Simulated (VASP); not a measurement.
Runs of VASP 6.6.1 on HfN. The structure is that of space group Fm-3m (No. 225), or close to it. The cells are those of the table. 

```csv
cell,gap on the mesh (eV),pressure (GPa)
"a = 3.163, b = 3.163, c = 3.131 Å, angles 60.3, 60.3, 59.3°, 2 atoms",none,15.8
"a = 3.179, b = 3.179, c = 3.163 Å, angles 60.2, 60.2, 59.7°, 2 atoms",none,9.1
"a = 3.227, b = 3.227, c = 3.259 Å, angles 59.7, 59.7, 60.7°, 2 atoms",none,(b)
"a = 3.171, b = 3.171, c = 3.147 Å, angles 60.3, 60.3, 59.5°, 2 atoms",none,12.3
"a = 3.203, b = 3.203, c = 3.211 Å, angles 59.9, 59.9, 60.2°, 2 atoms",none,(a)
```

Alike in all rows: task single point; level PBE; potentials or basis VASP PAW PBE potentials, release 64 (Hf_pv, N); no spin polarisation; k mesh 18 × 18 × 18; cutoff (eV) 520; smearing gaussian 0.15 eV.

**Question.** Fill in the values left out.

**Answer.** (a) 0.3; (b) -7.0.

Caveats: spin-orbit coupling is left out, which moves the levels of the heavy elements.

A k mesh can miss the band edges, and the runs leave out spin-orbit coupling on Hf.

A gap of «none» marks levels without a gap at the run's occupations.
